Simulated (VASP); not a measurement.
Runs of VASP 6.6.1 on W. The structure is that of space group Fm-3m (No. 225), or close to it. The cells are those of the table. 

```csv
cell,gap on the mesh (eV),pressure (GPa)
"a = 2.828 Å, angles 60.0°, 1 atom",none,5.4
"a = 2.785 Å, angles 60.0°, 1 atom",none,(a)
"a = 2.914 Å, angles 60.0°, 1 atom",none,-18.7
"a = 2.957 Å, angles 60.0°, 1 atom",none,-27.6
```

Alike in all rows: task single point; level r2SCAN; potentials or basis VASP PAW PBE potentials, release 64 (W_sv); no spin polarisation; k mesh 20 × 20 × 20; cutoff (eV) 520; smearing gaussian 0.15 eV.

**Question.** Fill in the values left out.

**Answer.** (a) 21.4.

Caveats: the PAW data sets were made with another functional, which shifts forces and pressure a little; spin-orbit coupling is left out, which moves the levels of the heavy elements.

A k mesh can miss the band edges, and the runs leave out spin-orbit coupling on W.

A gap of «none» marks levels without a gap at the run's occupations.
